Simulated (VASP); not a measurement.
# Ti2W (P-6m2) in VASP: relaxation of cell and atoms with PBE

Aim: the relaxation of cell and atoms of Ti2W with PBE.

Everything below comes from runs of VASP 6.6.1. Logs are shortened: lines on timing, memory, paths and dates and some standing lists are left out, and cuts for length are marked.

## 1. The cell of the first run

Symmetry: P-6m2, No. 187, hexagonal system. The conventional cell has a = 2.855 Å, b = 2.855 Å, c = 14.298 Å, α = 90.00°, β = 90.00°, γ = 120.00°. Within 3.8 Å of Ti (site symmetry -6m2) lie 12 Ti at 2.85 to 2.90 Å. Ti (site symmetry -6m2) has 6 Ti at 2.85 Å and 6 W at 2.89 Å within 3.8 Å. Ti (site symmetry 3m) has 9 Ti at 2.85 to 2.90 Å and 3 W at 2.90 Å within 3.8 Å. W (site symmetry 3m) has 6 W at 2.85 Å and 6 Ti at 2.89 to 2.90 Å within 3.8 Å.

## 2. Relaxation of cell and atoms, PBE

The input, INCAR:

```
PREC = Accurate
ENCUT = 500
EDIFF = 1E-7
ISMEAR = 0
SIGMA = 0.1
LREAL = False
LASPH = True
NELM = 120
ALGO = Normal
ISIF = 3
LWAVE = False
LCHARG = False
GGA = PE
IBRION = 2
NSW = 100
EDIFFG = -0.01
GGA_COMPAT = False
NELMIN = 4
```

The input, KPOINTS:

```
Automatic mesh
0
Gamma
  18 18 4
```

The input, POSCAR:

```
Ti2W
1.0
    2.8545119404      0.0000000000      0.0000000000
   -1.4272559702      2.4720798558      0.0000000000
    0.0000000000      0.0000000000     14.2977499115
Ti W
4 2
Direct
    0.3333333333      0.6666666667      0.5000000000
    0.6666666667      0.3333333333      0.0000000000
    0.6666666667      0.3333333333      0.3327243630
    0.6666666667      0.3333333333      0.6672756370
    0.3333333333      0.6666666667      0.8338818695
    0.3333333333      0.6666666667      0.1661181305
```

Potentials or basis: VASP PAW PBE potentials, release 64 (Ti_sv, W_sv).

The run is started by

```
$ cat potpaw_PBE.64/Ti_sv/POTCAR potpaw_PBE.64/W_sv/POTCAR > POTCAR
$ mpirun -np 1 vasp_std > vasp.out
```

OUTCAR:

```text
PREC = Accurate
   ENCUT = 500
   EDIFF = 1E-7
   ISMEAR = 0
   LREAL = False
   LASPH = True
   NELM = 120
   ISIF = 3
   GGA = PE
   IBRION = 2
   NSW = 100
   EDIFFG = -0.01
   NELMIN = 4

 ion  position               nearest neighbor table
   1  0.333  0.667  0.500-   3 2.90   4 2.90   3 2.90   4 2.90   3 2.90   4 2.90
   2  0.667  0.333  0.000-   5 2.89   6 2.89   5 2.89   6 2.89   5 2.89   6 2.89
   3  0.667  0.333  0.333-   6 2.90   6 2.90   6 2.90   1 2.90   1 2.90   1 2.90
   4  0.667  0.333  0.667-   5 2.90   5 2.90   5 2.90   1 2.90   1 2.90   1 2.90
   5  0.333  0.667  0.834-   2 2.89   2 2.89   2 2.89   4 2.90   4 2.90   4 2.90
   6  0.333  0.667  0.166-   2 2.89   2 2.89   2 2.89   3 2.90   3 2.90   3 2.90

  LATTYP: Found a hexagonal cell.
 ALAT       =     2.8545119404
 C/A-ratio  =     5.0088246993

  Lattice vectors:

 A1 = (   2.8545119404,   0.0000000000,   0.0000000000)
 A2 = (  -1.4272559702,   2.4720798558,   0.0000000000)
 A3 = (   0.0000000000,   0.0000000000,  14.2977499115)

Analysis of symmetry for initial positions (statically):
=====================================================================
 Subroutine PRICEL returns:
 Original cell was already a primitive cell.

 Routine SETGRP: Setting up the symmetry group for a
 hexagonal supercell.

 Subroutine GETGRP returns: Found 12 space group operations
 (whereof 12 operations were pure point group operations)
 out of a pool of 24 trial point group operations.

The static configuration has the point symmetry D_3h.

Analysis of symmetry for dynamics (positions and initial velocities):
=====================================================================
 Subroutine PRICEL returns:
 Original cell was already a primitive cell.

 Routine SETGRP: Setting up the symmetry group for a
 hexagonal supercell.

 Subroutine GETGRP returns: Found 12 space group operations
 (whereof 12 operations were pure point group operations)
 out of a pool of 24 trial point group operations.

The dynamic configuration has the point symmetry D_3h.

 Subroutine INISYM returns: Found 12 space group operations
 (whereof 12 operations are pure point group operations),
 and found     1 'primitive' translations

----------------------------------------------------------------------------------------

                                     Primitive cell

  volume of cell :     100.8932

  direct lattice vectors                    reciprocal lattice vectors
     2.854511940  0.000000000  0.000000000     0.350322584  0.202258838  0.000000000
    -1.427255970  2.472079856  0.000000000     0.000000000  0.404517677  0.000000000
     0.000000000  0.000000000 14.297749912     0.000000000  0.000000000  0.069941075

  length of vectors
     2.854511940  2.854511940 14.297749912     0.404517677  0.404517677  0.069941075

  position of ions in fractional coordinates (direct lattice)
     0.333333333  0.666666667  0.500000000
     0.666666667  0.333333333  0.000000000
     0.666666667  0.333333333  0.332724363
     0.666666667  0.333333333  0.667275637
     0.333333333  0.666666667  0.833881869
     0.333333333  0.666666667  0.166118131

  ion indices of the primitive-cell ions
   primitive index   ion index
                 1           1
                 2           2
                 3           3
                 4           4
                 5           5
                 6           6

----------------------------------------------------------------------------------------

 KPOINTS: Automatic mesh

Automatic generation of k-mesh.
 Grid dimensions read from file:
 generate k-points for:   18   18    4

 Generating k-lattice:

  Cartesian coordinates                     Fractional coordinates (reciprocal lattice)
     0.019462366  0.011236602  0.000000000     0.055555556  0.000000000  0.000000000
     0.000000000  0.022473204  0.000000000     0.000000000  0.055555556  0.000000000
     0.000000000  0.000000000  0.017485269     0.000000000  0.000000000  0.250000000

  Length of vectors
     0.022473204  0.022473204  0.017485269

  Shift w.r.t. Gamma in fractional coordinates (k-lattice)
     0.000000000  0.000000000  0.000000000

 Subroutine IBZKPT returns following result:
 ===========================================

 Found    111 irreducible k-points:

 Following reciprocal coordinates:
            Coordinates               Weight
  0.000000  0.000000  0.000000      1.000000
  0.055556  0.000000  0.000000      6.000000
  0.111111  0.000000  0.000000      6.000000
  0.166667  0.000000  0.000000      6.000000
  0.222222  0.000000  0.000000      6.000000
  0.277778  0.000000  0.000000      6.000000
[... 16 lines left out ...]
  0.333333  0.111111  0.000000     12.000000
  0.388889  0.111111  0.000000     12.000000
 [... further k-points ...]
   k-points           NKPTS =    111   k-points in BZ     NKDIM =    111   number of bands    NBANDS=     45
   number of dos      NEDOS =    301   number of ions     NIONS =      6
   total plane-waves  NPLWV =  62208
   dimension x,y,z NGX =    24 NGY =   24 NGZ =  108
   dimension x,y,z NGXF=    48 NGYF=   48 NGZF=  216
   ions per type =               4   2
   NGX,Y,Z   is equivalent  to a cutoff of  13.98, 13.98, 12.56 a.u.
   NGXF,Y,Z  is equivalent  to a cutoff of  27.96, 27.96, 25.12 a.u.
 SYSTEM =  unknown system
   PREC   = accura    normal or accurate (medium, high low for compatibility)
   ISTART =      0    job   : 0-new  1-cont  2-samecut
   ICHARG =      2    charge: 1-file 2-atom 10-const
   ISPIN  =      1    spin polarized calculation?
   LNONCOLLINEAR =      F non collinear calculations
   LSORBIT =      F    spin-orbit coupling
   LASPH  =      T    aspherical Exc in radial PAW
   ENCUT  =  500.0 eV  36.75 Ry    6.06 a.u.   5.20  5.20 26.07*2*pi/ulx,y,z
   NELM   =    120;   NELMIN=  4; NELMDL= -5     # of ELM steps
   EDIFF  = 0.1E-06   stopping-criterion for ELM
   LREAL  =      F    real-space projection
   EDIFFG = -.1E-01   stopping-criterion for IOM
   NSW    =    100    number of steps for IOM
   IBRION =      2    ionic relax: 0-MD 1-quasi-New 2-CG
   NFREE  =      1    steps in history (QN), initial steepest desc. (CG)
   ISIF   =      3    stress and relaxation
   ISYM   =      2    0-nonsym 1-usesym 2-fastsym
   POTIM  = 0.5000    time-step for ionic-motion
   TEBEG  =    0.0;   TEEND  =   0.0 temperature during run
   PSTRESS=    0.0 pullay stress
   NELECT =      76.0000    total number of electrons
   NUPDOWN=      -1.0000    fix difference up-down
   EMIN   =  10.00;   EMAX   =-10.00  energy-range for DOS
   EFERMI =   0.00;   METHOD = LEGACY
   ISMEAR =     0;   SIGMA  =   0.10  broadening in eV -4-tet -1-fermi 0-gaus
   EFERMI_NEDOS =   21; number of points for ismear=-14 and -15
   IALGO  =     38    algorithm
   IMIX   =      4    mixing-type and parameters
     AMIX     =   0.40;   BMIX     =  1.00
     AMIX_MAG =   1.60;   BMIX_MAG =  1.00
  volume/ion in A,a.u.               =      16.82       113.48
  Fermi-wavevector in a.u.,A,eV,Ry     =   1.489562  2.814865 30.188551  2.218796
  Thomas-Fermi vector in A             =   2.602455
   LORBIT       =      0    0 simple, 1 ext, 2 COOP (PROOUT), +10 PAW based schemes
   GGA     = PE    functional components
   LHFCALC =     F    Hartree Fock is set to
   AEXX    =    0.0000 exact exchange contribution
   IVDW    =     0    specifies the selected vdW correction
   LEPSILON=     F    determine dielectric tensor
   LRPA    =     F    only Hartree local field effects (RPA)
 conjugate gradient relaxation of ions
 non-spin polarized calculation
 Gauss-broadening in eV      SIGMA  =   0.10
  energy-cutoff  :      500.00
  volume of cell :      100.89
 maximum number of plane-waves:      2584
 NGX is ok and might be reduce to    24
   NGX = 11   NGY = 11   NGZ = 53

--------------------------------------- Ionic step        1  -------------------------------------------

 number of electron      75.9999997 magnetization

 Free energy of the ion-electron system (eV)
  ---------------------------------------------------
  ext. energy  EPLUGINS =         0.00000000
  ---------------------------------------------------
  free energy    TOTEN  =       -56.05243387 eV

  energy without entropy =      -56.00298166  energy(sigma->0) =      -56.02770777

------------------------ aborting loop because EDIFF is reached ----------------------------------------

  FORCE on cell =-STRESS in cart. coord.  units (eV):
  Direction    XX          YY          ZZ          XY          YZ          ZX
  --------------------------------------------------------------------------------------
  -------------------------------------------------------------------------------------
  Total       -0.5904216     -0.5904216      0.6000765     -0.0000000      0.0000000     -0.0000000
  in kB       -9.3758518     -9.3758518      9.5291721     -0.0000000      0.0000000     -0.0000000
  external PRESSURE =      -3.0741772 kB  Pullay stress =       0.0000000 kB
[... 101 lines left out ...]
  FREE ENERGIE OF THE ION-ELECTRON SYSTEM (eV)
  ---------------------------------------------------
  free  energy   TOTEN  =       -56.0607792501 eV

  energy  without entropy=      -56.0104853084  energy(sigma->0) =      -56.03563228

[... ionic steps 4 to 8 ...]

--------------------------------------- Ionic step        9  -------------------------------------------

 number of electron      76.0000012 magnetization

------------------------ aborting loop because EDIFF is reached ----------------------------------------
[... 75 lines left out ...]
--------------------------------------- Ionic step       11  -------------------------------------------

 number of electron      76.0000012 magnetization

 Free energy of the ion-electron system (eV)
  ---------------------------------------------------
  ext. energy  EPLUGINS =         0.00000000
  ---------------------------------------------------
  free energy    TOTEN  =       -56.06552448 eV

  energy without entropy =      -56.01568080  energy(sigma->0) =      -56.04060264

 E-fermi :   9.2420     XC(G=0): -12.2214

 val. band max:        9.2415181724   @ k =   0.3333   0.1111   0.0000
 cond. band min:       9.2423406401   @ k =   0.2222   0.0000   0.2500
 fundamental gap:      0.0008224677
 Fermi energy:         9.2420375705

 k-point     1 :       0.0000    0.0000    0.0000
  band No.  band energies     occupation
      1     -64.5149      2.00000
      2     -64.5148      2.00000
      3     -47.5305      2.00000
      4     -47.4966      2.00000
      5     -47.4792      2.00000
      6     -47.3501      2.00000
[... 1141 lines left out ...]
     44      10.6619      0.00000
     45      10.6958      0.00000

 [... further k-points ...]

------------------------ aborting loop because EDIFF is reached ----------------------------------------

  FORCE on cell =-STRESS in cart. coord.  units (eV):
  Direction    XX          YY          ZZ          XY          YZ          ZX
  --------------------------------------------------------------------------------------
  -------------------------------------------------------------------------------------
  Total       -0.0021700     -0.0021700      0.0024652     -0.0000000      0.0000000      0.0000000
  in kB       -0.0345751     -0.0345751      0.0392780     -0.0000000      0.0000000      0.0000000
  external PRESSURE =      -0.0099574 kB  Pullay stress =       0.0000000 kB
[... 21 lines left out ...]
  FREE ENERGIE OF THE ION-ELECTRON SYSTEM (eV)
  ---------------------------------------------------
  free  energy   TOTEN  =       -56.0655244828 eV

  energy  without entropy=      -56.0156808002  energy(sigma->0) =      -56.04060264

 reached required accuracy - stopping structural energy minimisation
```

Run time: 45 min. Hardware: 1 thread of Intel Xeon 6975P-C (Granite Rapids), shared host; peak memory 0.55 GiB.

What came out:

```yaml
Free_energy: -56.0655 eV
Relaxed_volume: 16.76 Å³/atom
Relaxed_cell: a = 2.838 Å, b = 2.838 Å, c = 14.418 Å, α = 90.00°, β = 90.00°, γ = 120.00°
Space_group_after_relaxing_to_0.1_Å: P-6m2 (No. 187)
Energy_gained_by_relaxing: 2.2 meV/atom
Ionic_steps: 11
Pressure_after_relaxing: 0.0 GPa
Band_gap_on_the_k_mesh: zero (bands 38 and 39 overlap by 0.94 eV)
```

Step by step:
```csv
step,energy change (eV),largest force (eV/Å),pressure (GPa),volume (Å³)
1,0.0000,0.1815,-0.31,100.89
2,-0.0076,0.1228,0.44,100.42
3,-0.0083,0.0960,0.75,100.22
4,-0.0091,0.0925,-0.80,101.15
5,-0.0104,0.0866,-0.14,100.74
6,-0.0115,0.0555,-0.10,100.70
7,-0.0129,0.0335,-0.04,100.59
8,-0.0131,0.0024,0.11,100.49
9,-0.0131,0.0067,0.10,100.50
10,-0.0130,0.0160,-0.22,100.69
11,-0.0131,0.0005,0.00,100.56
```

Final structure:
```yaml
crystal:
  lattice:
    - [2.83782, 0.00000, 0.00000]
    - [-1.41891, 2.45762, 0.00000]
    - [0.00000, 0.00000, 14.41829]
  atoms:
    - { symbol: Ti, position: [0.33333, 0.66667, 0.50000] }
    - { symbol: Ti, position: [0.66667, 0.33333, 0.00000] }
    - { symbol: Ti, position: [0.66667, 0.33333, 0.33535] }
    - { symbol: Ti, position: [0.66667, 0.33333, 0.66465] }
    - { symbol: W, position: [0.33333, 0.66667, 0.83259] }
    - { symbol: W, position: [0.33333, 0.66667, 0.16741] }
```

Levels at points of the mesh, in eV from the Fermi level:
```csv
k point,band 34,band 35,band 36,band 37,band 38,band 39,band 40,band 41,band 42,band 43
"(0.00, 0.00, 0.00)",-0.27,-0.20,-0.20,-0.18,-0.13,0.26,0.41,0.70,0.70,0.85
"(0.50, 0.00, 0.00)",-1.29,-1.24,-0.56,0.14,0.37,0.62,0.66,0.95,0.99,1.29
"(0.00, 0.00, 0.50)",-0.27,-0.25,-0.20,-0.20,-0.13,0.14,0.39,0.70,0.70,0.81
"(0.50, 0.00, 0.50)",-1.38,-1.13,-1.01,0.43,0.52,0.72,0.77,0.88,0.99,1.41
```

Caveat: spin-orbit coupling is left out, which moves the levels of the heavy elements.
